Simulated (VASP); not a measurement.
# Cd (Fd-3m) in VASP: single point with LDA

Aim: the single point of Cd with LDA.

Program: VASP 6.6.1. These are calculated values, not measurements. Logs are shortened: lines on timing, memory, paths and dates and some standing lists are left out, and cuts for length are marked.

### Step 1. The cell of the first run

It takes space group Fd-3m (No. 227, cubic). The conventional cell has a = 5.526 Å, b = 5.526 Å, c = 5.526 Å, α = 90.00°, β = 90.00°, γ = 90.00°. Cd (site symmetry -43m) has 4 Cd at 2.39 Å within 3.2 Å.

This isn't the form of Cd at room conditions, which is hcp.

### Step 2. Single point, LDA

The input, INCAR:

```
SYSTEM = Cd
PREC = Accurate ; ENCUT = 630
EDIFF = 1E-6 ; ISMEAR = -1
SIGMA = 0.08 ; LREAL = .FALSE.
LASPH = .TRUE. ; NELM = 120
ALGO = Normal ; ISIF = 2
LWAVE = .FALSE. ; LCHARG = .FALSE.
GGA = CA ; NBANDS = 27
GGA_COMPAT = .FALSE.
```

The input, KPOINTS:

```
regular mesh
0
G
  12 12 12
  0 0 0
```

The input, POSCAR:

```
Cd
1.0
    0.0000000000      2.7632247985      2.7632247985
    2.7632247985      0.0000000000      2.7632247985
    2.7632247985      2.7632247985      0.0000000000
Cd
2
Direct
   -0.1250000000     -0.1250000000     -0.1250000000
    0.1250000000      0.1250000000      0.1250000000
```

Potentials or basis: VASP PAW LDA potentials, release 64 (Cd_sv_GW).

Launch:

```
cat potpaw_LDA.64/Cd_sv_GW/POTCAR > POTCAR
mpirun -np 1 vasp_std > vasp.out
```

OUTCAR:

```text
SYSTEM = Cd
   PREC = Accurate
   ENCUT = 630
   EDIFF = 1E-6
   ISMEAR = -1
   LREAL = .FALSE.
   LASPH = .TRUE.
   NELM = 120
   ISIF = 2
   GGA = CA

 ion  position               nearest neighbor table
   1  0.875  0.875  0.875-   2 2.39   2 2.39   2 2.39   2 2.39
   2  0.125  0.125  0.125-   1 2.39   1 2.39   1 2.39   1 2.39

  LATTYP: Found a face centered cubic cell.
 ALAT       =     5.5264495970

  Lattice vectors:

 A1 = (   0.0000000000,   2.7632247985,   2.7632247985)
 A2 = (   2.7632247985,   0.0000000000,   2.7632247985)
 A3 = (   2.7632247985,   2.7632247985,   0.0000000000)

Analysis of symmetry for initial positions (statically):
=====================================================================
 Subroutine PRICEL returns:
 Original cell was already a primitive cell.

 Routine SETGRP: Setting up the symmetry group for a
 face centered cubic supercell.

 Subroutine GETGRP returns: Found 48 space group operations
 (whereof 12 operations were pure point group operations)
 out of a pool of 48 trial point group operations.

The static configuration has the point symmetry D_3d.
 The point group associated with its full space group is O_h .

Analysis of symmetry for dynamics (positions and initial velocities):
=====================================================================
 Subroutine PRICEL returns:
 Original cell was already a primitive cell.

 Routine SETGRP: Setting up the symmetry group for a
 face centered cubic supercell.

 Subroutine GETGRP returns: Found 48 space group operations
 (whereof 12 operations were pure point group operations)
 out of a pool of 48 trial point group operations.

The dynamic configuration has the point symmetry D_3d.
 The point group associated with its full space group is O_h .

 Subroutine INISYM returns: Found 48 space group operations
 (whereof 12 operations are pure point group operations),
 and found     1 'primitive' translations

----------------------------------------------------------------------------------------

                                     Primitive cell

  volume of cell :      42.1967

  direct lattice vectors                    reciprocal lattice vectors
     0.000000000  2.763224799  2.763224799    -0.180948000  0.180948000  0.180948000
     2.763224799  0.000000000  2.763224799     0.180948000 -0.180948000  0.180948000
     2.763224799  2.763224799  0.000000000     0.180948000  0.180948000 -0.180948000

  length of vectors
     3.907789986  3.907789986  3.907789986     0.313411129  0.313411129  0.313411129

  position of ions in fractional coordinates (direct lattice)
     0.875000000  0.875000000  0.875000000
     0.125000000  0.125000000  0.125000000

  ion indices of the primitive-cell ions
   primitive index   ion index
                 1           1
                 2           2

----------------------------------------------------------------------------------------

 KPOINTS: regular mesh

Automatic generation of k-mesh.
 Grid dimensions read from file:
 generate k-points for:   12   12   12

 Generating k-lattice:

  Cartesian coordinates                     Fractional coordinates (reciprocal lattice)
    -0.015079000  0.015079000  0.015079000     0.083333333  0.000000000  0.000000000
     0.015079000 -0.015079000  0.015079000     0.000000000  0.083333333  0.000000000
     0.015079000  0.015079000 -0.015079000     0.000000000  0.000000000  0.083333333

  Length of vectors
     0.026117594  0.026117594  0.026117594

  Shift w.r.t. Gamma in fractional coordinates (k-lattice)
     0.000000000  0.000000000  0.000000000

 Subroutine IBZKPT returns following result:
 ===========================================

 Found     72 irreducible k-points:

 Following reciprocal coordinates:
            Coordinates               Weight
  0.000000  0.000000  0.000000      1.000000
  0.083333  0.000000  0.000000      8.000000
  0.166667  0.000000  0.000000      8.000000
  0.250000  0.000000  0.000000      8.000000
  0.333333  0.000000  0.000000      8.000000
  0.416667  0.000000  0.000000      8.000000
[... 16 lines left out ...]
  0.500000  0.166667  0.000000     24.000000
 -0.416667  0.166667  0.000000     24.000000
 [... further k-points ...]
   k-points           NKPTS =     72   k-points in BZ     NKDIM =     72   number of bands    NBANDS=     27
   number of dos      NEDOS =    301   number of ions     NIONS =      2
   total plane-waves  NPLWV =  32768
   dimension x,y,z NGX =    32 NGY =   32 NGZ =   32
   dimension x,y,z NGXF=    64 NGYF=   64 NGZF=   64
   ions per type =               2
   NGX,Y,Z   is equivalent  to a cutoff of  13.61, 13.61, 13.61 a.u.
   NGXF,Y,Z  is equivalent  to a cutoff of  27.23, 27.23, 27.23 a.u.
 SYSTEM =  Cd
   PREC   = accura    normal or accurate (medium, high low for compatibility)
   ISTART =      0    job   : 0-new  1-cont  2-samecut
   ICHARG =      2    charge: 1-file 2-atom 10-const
   ISPIN  =      1    spin polarized calculation?
   LNONCOLLINEAR =      F non collinear calculations
   LSORBIT =      F    spin-orbit coupling
   LASPH  =      T    aspherical Exc in radial PAW
   ENCUT  =  630.0 eV  46.30 Ry    6.80 a.u.   8.00  8.00  8.00*2*pi/ulx,y,z
   NELM   =    120;   NELMIN=  2; NELMDL= -5     # of ELM steps
   EDIFF  = 0.1E-05   stopping-criterion for ELM
   LREAL  =      F    real-space projection
   EDIFFG = 0.1E-04   stopping-criterion for IOM
   NSW    =      0    number of steps for IOM
   IBRION =     -1    ionic relax: 0-MD 1-quasi-New 2-CG
   NFREE  =      0    steps in history (QN), initial steepest desc. (CG)
   ISIF   =      2    stress and relaxation
   ISYM   =      2    0-nonsym 1-usesym 2-fastsym
   POTIM  = 0.5000    time-step for ionic-motion
   TEBEG  =    0.0;   TEEND  =   0.0 temperature during run
   PSTRESS=    0.0 pullay stress
   NELECT =      40.0000    total number of electrons
   NUPDOWN=      -1.0000    fix difference up-down
   EMIN   =  10.00;   EMAX   =-10.00  energy-range for DOS
   EFERMI =   0.00;   METHOD = LEGACY
   ISMEAR =    -1;   SIGMA  =   0.08  broadening in eV -4-tet -1-fermi 0-gaus
   EFERMI_NEDOS =   21; number of points for ismear=-14 and -15
   IALGO  =     38    algorithm
   IMIX   =      4    mixing-type and parameters
     AMIX     =   0.40;   BMIX     =  1.00
     AMIX_MAG =   1.60;   BMIX_MAG =  1.00
  volume/ion in A,a.u.               =      21.10       142.38
  Fermi-wavevector in a.u.,A,eV,Ry     =   1.608182  3.039024 35.188072  2.586250
  Thomas-Fermi vector in A             =   2.704092
   LORBIT       =      0    0 simple, 1 ext, 2 COOP (PROOUT), +10 PAW based schemes
   GGA     = CA    functional components
   LHFCALC =     F    Hartree Fock is set to
   AEXX    =    0.0000 exact exchange contribution
   IVDW    =     0    specifies the selected vdW correction
   LEPSILON=     F    determine dielectric tensor
   LRPA    =     F    only Hartree local field effects (RPA)
 non-spin polarized calculation
  energy-cutoff  :      630.00
  volume of cell :       42.20
 maximum number of plane-waves:      1540
   NGX = 15   NGY = 15   NGZ = 15

 number of electron      39.9999981 magnetization

 Free energy of the ion-electron system (eV)
  ---------------------------------------------------
  ext. energy  EPLUGINS =         0.00000000
  ---------------------------------------------------
  free energy    TOTEN  =        -0.54942067 eV

  energy without entropy =       -0.53206380  energy(sigma->0) =       -0.54074224

 E-fermi :   6.2972     XC(G=0): -11.5218

 val. band max:        6.2911887663   @ k =  -0.4167   0.3333   0.1667
 cond. band min:       6.3060395306   @ k =  -0.3333   0.3333   0.1667
 fundamental gap:      0.0148507643
 Fermi energy:         6.2972135852

 k-point     1 :       0.0000    0.0000    0.0000
  band No.  band energies     occupation
      1     -96.7901      2.00000
      2     -96.6899      2.00000
      3     -58.2565      2.00000
      4     -58.2565      2.00000
      5     -58.2565      2.00000
      6     -58.0065      2.00000
[... 19 lines left out ...]
     26      15.6778      0.00000
     27      15.7470      0.00000

 k-point     2 :       0.0833    0.0000    0.0000
  band No.  band energies     occupation
      1     -96.7889      2.00000
      2     -96.6912      2.00000
      3     -58.2580      2.00000
      4     -58.2580      2.00000
      5     -58.2553      2.00000
      6     -58.0078      2.00000
[... 19 lines left out ...]
     26      16.0952      0.00000
     27      16.8521      0.00000

 k-point     3 :       0.1667    0.0000    0.0000
  band No.  band energies     occupation
      1     -96.7852      2.00000
      2     -96.6948      2.00000
      3     -58.2623      2.00000
      4     -58.2623      2.00000
      5     -58.2524      2.00000
      6     -58.0112      2.00000
[... 19 lines left out ...]
     26      16.3205      0.00000
     27      17.5712      0.00000

 k-point     4 :       0.2500    0.0000    0.0000
  band No.  band energies     occupation
      1     -96.7797      2.00000
      2     -96.7004      2.00000
      3     -58.2679      2.00000
      4     -58.2679      2.00000
      5     -58.2480      2.00000
      6     -58.0159      2.00000
[... 19 lines left out ...]
     26      15.9468      0.00000
     27      18.2192      0.00000
[... 516 lines left out ...]
      4     -58.2832      2.00000
      5     -58.2155      2.00000
      6     -58.0489      2.00000
[... 19 lines left out ...]
     26      17.5751      0.00000
     27      18.2362      0.00000

 k-point    23 :       0.5000    0.1667    0.0000
  band No.  band energies     occupation
      1     -96.7618      2.00000
      2     -96.7184      2.00000
      3     -58.2919      2.00000
      4     -58.2842      2.00000
      5     -58.2108      2.00000
      6     -58.0536      2.00000
[... 19 lines left out ...]
     26      18.0689      0.00000
     27      18.5396      0.00000

 k-point    24 :      -0.4167    0.1667    0.0000
  band No.  band energies     occupation
      1     -96.7610      2.00000
      2     -96.7191      2.00000
      3     -58.2937      2.00000
      4     -58.2825      2.00000
      5     -58.2113      2.00000
      6     -58.0531      2.00000
[... 19 lines left out ...]
     26      18.6688      0.00000
     27      19.8816      0.00000

 [... further k-points ...]

------------------------ aborting loop because EDIFF is reached ----------------------------------------

  FORCE on cell =-STRESS in cart. coord.  units (eV):
  Direction    XX          YY          ZZ          XY          YZ          ZX
  --------------------------------------------------------------------------------------
  -------------------------------------------------------------------------------------
  Total        9.2879601      9.2879601      9.2879601      0.0000000     -0.0000000      0.0000000
  in kB      352.6568103    352.6568103    352.6568103      0.0000000     -0.0000000      0.0000000
  external PRESSURE =     352.6568103 kB  Pullay stress =       0.0000000 kB

 VOLUME and BASIS-vectors are now :
 -----------------------------------------------------------------------------
  energy-cutoff  :      630.00
  volume of cell :       42.20
      direct lattice vectors                 reciprocal lattice vectors
     0.000000000  2.763224799  2.763224799    -0.180948000  0.180948000  0.180948000
     2.763224799  0.000000000  2.763224799     0.180948000 -0.180948000  0.180948000
     2.763224799  2.763224799  0.000000000     0.180948000  0.180948000 -0.180948000

 POSITION                                       TOTAL-FORCE (eV/Angst)
 -----------------------------------------------------------------------------------
      4.83564      4.83564      4.83564         0.000000      0.000000      0.000000
      0.69081      0.69081      0.69081        -0.000000     -0.000000     -0.000000
 -----------------------------------------------------------------------------------
    total drift:                                0.000000      0.000000     -0.000000

  FREE ENERGIE OF THE ION-ELECTRON SYSTEM (eV)
  ---------------------------------------------------
  free  energy   TOTEN  =        -0.5494206732 eV

  energy  without entropy=       -0.5320638016  energy(sigma->0) =       -0.54074224
```

Wall time 66 s (1 thread of Intel Xeon Platinum 8259CL at 2.50GHz (Skylake/Cascade Lake), shared host); peak memory 0.22 GiB.

Results:

```
Free energy            : -0.5494 eV
Pressure               : 35.3 GPa
Band gap on the k mesh : zero (bands 20 and 21 overlap by 8.71 eV)
```

Caveat: the cell stands under pressure.
